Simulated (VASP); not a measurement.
# Si (Fd-3m) in VASP: relaxation of cell and atoms with r2SCAN

Aim: the relaxation of cell and atoms of Si with r2SCAN.

Everything below comes from runs of VASP 6.6.1. Logs are shortened: lines on timing, memory, paths and dates and some standing lists are left out, and cuts for length are marked.

**1. The cell of the first run**

The structure is cubic, space group Fd-3m (No. 227). The conventional cell has a = 5.431 Å, b = 5.431 Å, c = 5.431 Å, α = 90.00°, β = 90.00°, γ = 90.00°. Si (site symmetry -43m) has 4 Si at 2.35 Å within 3.1 Å.

**2. Relaxation of cell and atoms, r2SCAN**

POSCAR reads:

```
Si
1.0
    3.8402969300      0.0000000000      0.0000000000
   -1.9201484650      3.3257946995      0.0000000000
    0.0000000000      0.0000000000      9.4067679400
Si
6
Direct
    0.0000000000      0.0000000000      0.0000000000
    0.0000000000      0.0000000000      0.2500000000
    0.3333333333      0.6666666667      0.3333333333
    0.3333333333      0.6666666667      0.5833333333
    0.6666666667      0.3333333333      0.6666666667
    0.6666666667      0.3333333333      0.9166666667
```

INCAR.step1 reads:

```
SYSTEM = Si
ALGO = Normal
EDIFF = 1E-4
ENCUT = 600
GGA = PE
ISMEAR = 0
LASPH = .True.
LCHARG = .False.
LREAL = .False.
LWAVE = .True.
NELM = 100
PREC = Accurate
SIGMA = 0.03
```

INCAR.step2 reads:

```
SYSTEM = Si
ALGO = Normal
EDIFF = 1E-6
EDIFFG = -0.002
ENCUT = 600
IBRION = 2
ISIF = 3
ISMEAR = 0
ISTART = 1
LASPH = .True.
LCHARG = .False.
LMIXTAU = .True.
LREAL = .False.
LWAVE = .False.
METAGGA = R2SCAN
NELM = 100
NSW = 80
PREC = Accurate
SIGMA = 0.03
```

KPOINTS reads:

```
k-points
0
Gamma
  8 8 4
  0 0 0
```

Potentials or basis: VASP PAW PBE potentials, release 64 (Si).

On the command line:

```bash
> cat potpaw_PBE.64/Si/POTCAR > POTCAR
> cp INCAR.step1 INCAR
> mpirun -np 1 vasp_std > vasp.out
> cp INCAR.step2 INCAR
> mpirun -np 1 vasp_std > vasp.out
```

OUTCAR:

```text
SYSTEM = Si
   EDIFF = 1E-6
   EDIFFG = -0.002
   ENCUT = 600
   IBRION = 2
   ISIF = 3
   ISMEAR = 0
   ISTART = 1
   LASPH = .True.
   LREAL = .False.
   METAGGA = R2SCAN
   NELM = 100
   NSW = 80
   PREC = Accurate

 ion  position               nearest neighbor table
   1  0.000  0.000  0.000-   6 2.35   6 2.35   6 2.35   2 2.35
   2  0.000  0.000  0.250-   3 2.35   3 2.35   3 2.35   1 2.35
   3  0.333  0.667  0.333-   2 2.35   2 2.35   2 2.35   4 2.35
   4  0.333  0.667  0.583-   5 2.35   5 2.35   3 2.35   5 2.35
   5  0.667  0.333  0.667-   4 2.35   4 2.35   6 2.35   4 2.35
   6  0.667  0.333  0.917-   1 2.35   1 2.35   1 2.35   5 2.35

  LATTYP: Found a hexagonal cell.
 ALAT       =     3.8402969300
 C/A-ratio  =     2.4494897430

  Lattice vectors:

 A1 = (   3.8402969300,   0.0000000000,   0.0000000000)
 A2 = (  -1.9201484650,   3.3257946995,   0.0000000000)
 A3 = (   0.0000000000,   0.0000000000,   9.4067679400)

Analysis of symmetry for initial positions (statically):
=====================================================================
 Subroutine PRICEL returns following result:

  LATTYP: Found a face centered cubic cell.
 ALAT       =     5.4310000017

  Lattice vectors:

 A1 = (   1.9201484648,  -1.1085982331,   3.1355893130)
 A2 = (  -0.0000000002,   2.2171964664,   3.1355893130)
 A3 = (  -1.9201484646,  -1.1085982334,   3.1355893140)

   3 primitive cells build up your supercell.

 Routine SETGRP: Setting up the symmetry group for a
 hexagonal supercell.

 Subroutine GETGRP returns: Found 12 space group operations
 (whereof  6 operations were pure point group operations)
 out of a pool of 24 trial point group operations.

The static configuration has the point symmetry C_3v.
 The point group associated with its full space group is D_3d.

Analysis of symmetry for dynamics (positions and initial velocities):
=====================================================================
 Subroutine PRICEL returns following result:

  LATTYP: Found a face centered cubic cell.
 ALAT       =     5.4310000017

  Lattice vectors:

 A1 = (   1.9201484648,  -1.1085982331,   3.1355893130)
 A2 = (  -0.0000000002,   2.2171964664,   3.1355893130)
 A3 = (  -1.9201484646,  -1.1085982334,   3.1355893140)

[... 116 lines left out ...]
   ISIF   =      3    stress and relaxation
   ISYM   =      2    0-nonsym 1-usesym 2-fastsym
   POTIM  = 0.5000    time-step for ionic-motion
   TEBEG  =    0.0;   TEEND  =   0.0 temperature during run
   PSTRESS=    0.0 pullay stress
   NELECT =      24.0000    total number of electrons
   NUPDOWN=      -1.0000    fix difference up-down
   EMIN   =  10.00;   EMAX   =-10.00  energy-range for DOS
   EFERMI =   0.00;   METHOD = LEGACY
   ISMEAR =     0;   SIGMA  =   0.03  broadening in eV -4-tet -1-fermi 0-gaus
   EFERMI_NEDOS =   21; number of points for ismear=-14 and -15
   IALGO  =     38    algorithm
   IMIX   =      4    mixing-type and parameters
     AMIX     =   0.40;   BMIX     =  1.00
     AMIX_MAG =   1.60;   BMIX_MAG =  1.00
  volume/ion in A,a.u.               =      20.02       135.13
  Fermi-wavevector in a.u.,A,eV,Ry     =   0.956999  1.808467 12.460868  0.915848
  Thomas-Fermi vector in A             =   2.085978
   LORBIT       =      0    0 simple, 1 ext, 2 COOP (PROOUT), +10 PAW based schemes
   METAGGA = R2SCAN    functional components
   LHFCALC =     F    Hartree Fock is set to
   AEXX    =    0.0000 exact exchange contribution
   IVDW    =     0    specifies the selected vdW correction
   LEPSILON=     F    determine dielectric tensor
   LRPA    =     F    only Hartree local field effects (RPA)
 conjugate gradient relaxation of ions
 non-spin polarized calculation
 Gauss-broadening in eV      SIGMA  =   0.03
  energy-cutoff  :      600.00
  volume of cell :      120.14
 maximum number of plane-waves:      4039
 NGX is ok and might be reduce to    32
   NGX = 15   NGY = 15   NGZ = 37

--------------------------------------- Ionic step        1  -------------------------------------------

 number of electron      24.0000000 magnetization

 Free energy of the ion-electron system (eV)
  ---------------------------------------------------
  ext. energy  EPLUGINS =         0.00000000
  ---------------------------------------------------
  free energy    TOTEN  =       -52.64472204 eV

  energy without entropy =      -52.64472204  energy(sigma->0) =      -52.64472204

------------------------ aborting loop because EDIFF is reached ----------------------------------------

  FORCE on cell =-STRESS in cart. coord.  units (eV):
  Direction    XX          YY          ZZ          XY          YZ          ZX
  --------------------------------------------------------------------------------------
  -------------------------------------------------------------------------------------
  Total        0.3739919      0.3739919      0.3426171      0.0000000     -0.0000000      0.0000000
  in kB        4.9873762      4.9873762      4.5689764      0.0000000     -0.0000000      0.0000000
  external PRESSURE =       4.8479096 kB  Pullay stress =       0.0000000 kB
[... 67 lines left out ...]
--------------------------------------- Ionic step        3  -------------------------------------------

 number of electron      24.0000000 magnetization

 Free energy of the ion-electron system (eV)
  ---------------------------------------------------
  ext. energy  EPLUGINS =         0.00000000
  ---------------------------------------------------
  free energy    TOTEN  =       -52.64559480 eV

  energy without entropy =      -52.64559480  energy(sigma->0) =      -52.64559480

 E-fermi :   5.8535     XC(G=0):  -9.8350

 val. band max:        5.6882493145   @ k =   0.0000   0.0000   0.0000
 cond. band min:       6.5095060007   @ k =   0.0000   0.3750   0.2500
 fundamental gap:      0.8212566862
 Fermi energy:         5.8535483468

 k-point     1 :       0.0000    0.0000    0.0000
  band No.  band energies     occupation
      1      -6.8033      2.00000
      2      -5.3606      2.00000
      3      -5.3606      2.00000
      4       0.1546      2.00000
      5       0.1546      2.00000
      6       4.6294      2.00000
[... 433 lines left out ...]
      3      -2.8731      2.00000
      4      -1.7537      2.00000
      5      -0.9460      2.00000
      6      -0.1957      2.00000
[... 8 lines left out ...]
     15       9.0026      0.00000
     16       9.5961      0.00000

 [... further k-points ...]

------------------------ aborting loop because EDIFF is reached ----------------------------------------

  FORCE on cell =-STRESS in cart. coord.  units (eV):
  Direction    XX          YY          ZZ          XY          YZ          ZX
  --------------------------------------------------------------------------------------
  -------------------------------------------------------------------------------------
  Total        0.0077876      0.0077876     -0.0038375     -0.0000000      0.0000000      0.0000000
  in kB        0.1033513      0.1033513     -0.0509280     -0.0000000      0.0000000      0.0000000
  external PRESSURE =       0.0519249 kB  Pullay stress =       0.0000000 kB
[... 21 lines left out ...]
  FREE ENERGIE OF THE ION-ELECTRON SYSTEM (eV)
  ---------------------------------------------------
  free  energy   TOTEN  =       -52.6455947989 eV

  energy  without entropy=      -52.6455947989  energy(sigma->0) =      -52.64559480

 reached required accuracy - stopping structural energy minimisation
```

OUTCAR.step1:

```text
SYSTEM = Si
   EDIFF = 1E-4
   ENCUT = 600
   GGA = PE
   ISMEAR = 0
   LASPH = .True.
   LREAL = .False.
   NELM = 100
[... 706 lines left out ...]
     -0.00000      2.21720      5.48728        -0.000000      0.000000      0.001756
      1.92015      1.10860      6.27118         0.000000     -0.000000     -0.001756
      1.92015      1.10860      8.62287        -0.000000      0.000000      0.001756
 -----------------------------------------------------------------------------------
    total drift:                               -0.000000     -0.000000      0.000000

  FREE ENERGIE OF THE ION-ELECTRON SYSTEM (eV)
  ---------------------------------------------------
  free  energy   TOTEN  =       -32.5294160288 eV

  energy  without entropy=      -32.5294160288  energy(sigma->0) =      -32.52941603
```

Run time: 7 min. Hardware: 1 thread of AMD EPYC 9R45 (Zen 5), shared host; peak memory 0.29 GiB.

Results:

| Property | Result |
| --- | --- |
| Free energy | -52.6456 eV |
| Relaxed volume | 20.12 Å³/atom |
| Relaxed cell | a = 3.847 Å, b = 3.847 Å, c = 9.421 Å, α = 90.00°, β = 90.00°, γ = 120.00° |
| Space group after relaxing (to 0.05 Å) | Fd-3m (No. 227) |
| Energy gained by relaxing | 0.1 meV/atom |
| Ionic steps | 3 |
| Pressure after relaxing | 0.0 GPa |
| Band gap on the k mesh | 0.82 eV |

The path:
```
step  energy change (eV)  largest force (eV/Å)  pressure (GPa)  volume (Å³)
   1              0.0000                0.0015            0.48       120.14
   2             -0.0003                0.0022           -0.37       121.20
   3             -0.0009                0.0019            0.01       120.73
```

Final structure:
```
CELL_PARAMETERS angstrom
3.84667 0.00000 0.00000
-1.92333 3.33131 0.00000
0.00000 0.00000 9.42107
ATOMIC_POSITIONS crystal
Si 0.00000 0.00000 0.00000
Si 0.00000 0.00000 0.25000
Si 0.33333 0.66667 0.33333
Si 0.33333 0.66667 0.58334
Si 0.66667 0.33333 0.66666
Si 0.66667 0.33333 0.91667
```

Levels at points of the mesh, in eV from the valence-band top:
```csv
k point,band 9,band 10,band 11,band 12,band 13,band 14,band 15,band 16
"(0.00, 0.00, 0.00)",-1.06,0.00,0.00,0.00,2.09,2.09,2.75,2.76
"(0.50, 0.00, 0.00)",-2.87,-2.87,-1.87,-1.87,0.93,0.93,2.31,2.31
"(0.00, 0.00, 0.50)",-0.48,-0.48,-0.48,-0.48,1.86,2.66,2.66,3.44
"(0.50, 0.00, 0.50)",-2.69,-2.69,-1.27,-1.27,1.29,1.29,1.87,3.00
```

Caveat: the PAW data sets were made with another functional, which shifts forces and pressure a little. r2SCAN opens gaps a little over a GGA but as a rule still falls short of measured ones.
